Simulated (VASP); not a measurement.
Set up this calculation in VASP 6.6.1, as the native input.

- Task: single point
- Functional: PBE
- Dispersion: D3(BJ)
- Potentials or basis: VASP PAW PBE potentials, release 64 (C)
- Cutoff: 520 eV
- k mesh: 12 × 4 × 1
- Occupations: gaussian, width 0.1 eV
- Spin: no spin polarisation
- Dipole correction: yes
- Further INCAR settings: ALGO = Normal; EDIFF = 1e-06; NBANDS = 31; ISYM = 0

The structure of C lies in POSCAR:

```
C
1.0
    2.4650255242      0.0000000000      0.0000000000
   -1.2325127621      7.0736882673      0.0000000000
    0.0000000000      0.0000000000     19.0880975544
C
10
Direct
    0.7716333789      0.5432667578      0.3667206740
    0.5444028152      0.0888056305      0.4200324044
    0.8019924366      0.6039848731      0.4378030260
    0.0595822487      0.1191644973      0.4555736028
    0.3171722516      0.6343445031      0.4733441348
    0.0922149736      0.1844301691      0.5280453026
    0.3075179746      0.6150359018      0.5476453633
    0.6169529695      0.2339064522      0.5606867195
    0.7761136149      0.5522270554      0.5779973792
    0.6891004095      0.3782016492      0.6144851430
```

One way to write it, as run:

INCAR

```
SYSTEM = C
PREC     = Accurate       ! precision mode
ENCUT    = 520            ! plane-wave cutoff, eV
EDIFF    = 1E-6           ! SCF threshold, eV
ISMEAR   = 0              ! smearing method
SIGMA    = 0.1            ! smearing width, eV
LREAL    = .False.        ! projectors in reciprocal space
LASPH    = .True.         ! aspherical terms in the spheres
NELM     = 80             ! most SCF steps
ALGO     = Normal         ! electronic algorithm
ISIF     = 2              ! what is computed and relaxed
LWAVE    = .False.        ! write WAVECAR
LCHARG   = .False.        ! write CHGCAR
LDIPOL   = .True.       
IDIPOL   = 3            
DIPOL    = 0.5 0.5 0.498
GGA      = PE             ! functional
IVDW     = 12             ! dispersion correction
ISYM     = 0            
NBANDS   = 31             ! bands
```

KPOINTS

```
Automatic mesh
0
Gamma
  12 4 1
  0 0 0
```

Potentials or basis: VASP PAW PBE potentials, release 64 (C).

Launch:

```bash
$ cat potpaw_PBE.64/C/POTCAR > POTCAR
$ mpirun -np 1 vasp_std > vasp.out
```

Results of the run:

```yaml
Largest_force: 2.598 eV/Å
Band_gap_on_the_k_mesh: zero (band 20 reaches -3.52 eV, above the bottom of band 21 at -3.90 eV)
Dispersion_energy_per_atom: -0.110 eV
```

Wall time 4.3 min on 1 thread of Intel(R) Xeon(R) 6975P-C (Granite Rapids), with other jobs on the host, peak memory 0.45 GiB.
